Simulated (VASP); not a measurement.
H2C3O: single point with LDA

H2C3O:

```
C H O
1.0
     9.15771    0.00000    0.00000
     0.00000    9.15771    0.00000
     0.00000    0.00000    9.15771
C H O
18 12 6
Direct
  0.87734 0.18699 0.19545
  0.94777 0.12687 0.10106
  0.66370 0.93967 0.18075
  0.55468 0.99362 0.22865
  0.90051 0.92468 0.49334
  0.86459 0.98655 0.60431
  0.19210 0.04734 0.76836
  0.28526 0.05390 0.85896
  0.97642 0.31053 0.70395
  0.86391 0.36876 0.67460
  0.01756 0.58964 0.39519
  0.95550 0.58035 0.27671
  0.35664 0.41158 0.77638
  0.28585 0.25516 0.24379
  0.77254 0.53576 0.94898
  0.65919 0.17726 0.90693
  0.01225 0.71000 0.73736
  0.54978 0.76787 0.63933
  0.00265 0.08034 0.00658
  0.81365 0.23971 0.29156
  0.44752 0.03453 0.26569
  0.75376 0.88075 0.13368
  0.83645 0.05930 0.69665
  0.96754 0.87276 0.41462
  0.36888 0.05439 0.94472
  0.10673 0.02157 0.69149
  0.77309 0.42929 0.63197
  0.07474 0.26952 0.73811
  0.88752 0.57284 0.18559
  0.03802 0.59183 0.51115
  0.36390 0.48740 0.87253
  0.22655 0.36218 0.26925
  0.68276 0.56760 0.87229
  0.59576 0.22701 0.99871
  0.06437 0.71979 0.84552
  0.49773 0.87763 0.61825
```

```
Program             : VASP 6.6.1
Task                : single point
Functional          : LDA
Potentials or basis : VASP PAW LDA potentials, release 64 (C_h, H_h, O_h)
Cutoff              : 910 eV
k mesh              : 1 × 1 × 1
Occupations         : fermi-dirac, width 0.02 eV
Spin                : no spin polarisation
```

```yaml
Pressure: 0.1 GPa
Largest_force: 3.693 eV/Å
Band_gap_on_the_k_mesh: 4.07 eV
```

Forces in eV/Å, atoms in the order of the input:
```
C   -0.659  0.661  1.523
C   -0.268  0.396 -0.001
C    0.305 -0.600 -0.248
C   -1.482  0.251  0.434
C    0.245  0.568  1.080
C   -0.211  0.743  0.427
C   -0.872 -0.465 -0.721
C    1.390  0.090  1.518
C   -0.832  0.536 -0.126
C   -0.889  0.697 -0.676
C   -1.610 -0.246 -1.926
C    1.606  0.346  3.307
C   -0.059 -0.310 -0.436
C   -1.072  1.724  0.412
C    0.683 -0.163  0.685
C    0.664 -0.540 -0.870
C   -1.330 -0.579 -2.972
C   -0.074  0.197 -0.099
H    0.032  0.070  0.303
H    1.272 -1.053 -1.878
H    0.874 -0.059 -0.193
H    0.134  0.198  0.124
H   -0.119 -0.619 -0.619
H   -0.030 -0.573 -0.846
H   -0.406  0.115 -0.462
H   -0.145  0.158 -0.286
H   -0.262 -0.034  0.069
H    2.051 -1.021  0.669
H   -0.534 -0.163 -1.479
H    0.420  0.091  0.063
O    0.029  0.317  0.440
O    1.104 -1.814 -0.447
O   -0.748  0.213 -0.551
O   -0.689  0.631  0.701
O    1.391  0.407  3.047
O    0.090 -0.169  0.035
```

Stress tensor (GPa, compression positive):
```
 0.58 -0.04  0.92
-0.04 -0.46 -0.34
 0.92 -0.34  0.17
```

Levels at points of the mesh, in eV from the valence-band top:
```csv
k point,band 57,band 58,band 59,band 60,band 61,band 62,band 63,band 64
"(0.00, 0.00, 0.00)",-0.41,-0.38,-0.27,0.00,4.07,4.23,4.24,4.26
```

It took 2.6 min on 1 thread of Intel(R) Xeon(R) 6975P-C (Granite Rapids) (shared host), peak memory 0.86 GiB.

Caveat: the k points lie up to 0.69 Å⁻¹ apart; the cutoff is under 1.25 times the usual one of these potentials, so pressure, stress and relaxed cells hold a basis-set (Pulay) error.
